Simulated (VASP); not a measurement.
Input of a VASP 6.6.1 run:

INCAR

```
  PREC = Accurate
  ENCUT = 500
  EDIFF = 1E-6
  ISMEAR = 0
  SIGMA = 0.01
  LREAL = False
  LASPH = True
  NELM = 120
  ALGO = Normal
  ISIF = 2
  LWAVE = False
  LCHARG = False
  GGA = PS
  NBANDS = 16
  GGA_COMPAT = False
```

File KPOINTS:

```
Automatic mesh
0
Gamma
  10 10 10
```

Contents of POSCAR:

```
GaP
1.0
    0.0000000000      2.6881711610      2.6881711610
    2.6881711610      0.0000000000      2.6881711610
    2.6881711610      2.6881711610      0.0000000000
Ga P
1 1
Direct
    0.0000000000      0.0000000000      0.0000000000
    0.2500000000      0.2500000000      0.2500000000
```

Potentials or basis: VASP PAW PBE potentials, release 64 (Ga_d, P).

Run with:

```console
$ cat potpaw_PBE.64/Ga_d/POTCAR potpaw_PBE.64/P/POTCAR > POTCAR
$ mpirun -np 1 vasp_std > vasp.out
```

Task: Predict the pressure.

Result: 3.0 GPa.

Task: Predict the band gap on the k mesh.

Result: 1.41 eV (least direct gap 2.09 eV).

Caveat: the cell stands under pressure; the PAW data sets were made with another functional, which shifts forces and pressure a little. A k mesh can miss the band edges.
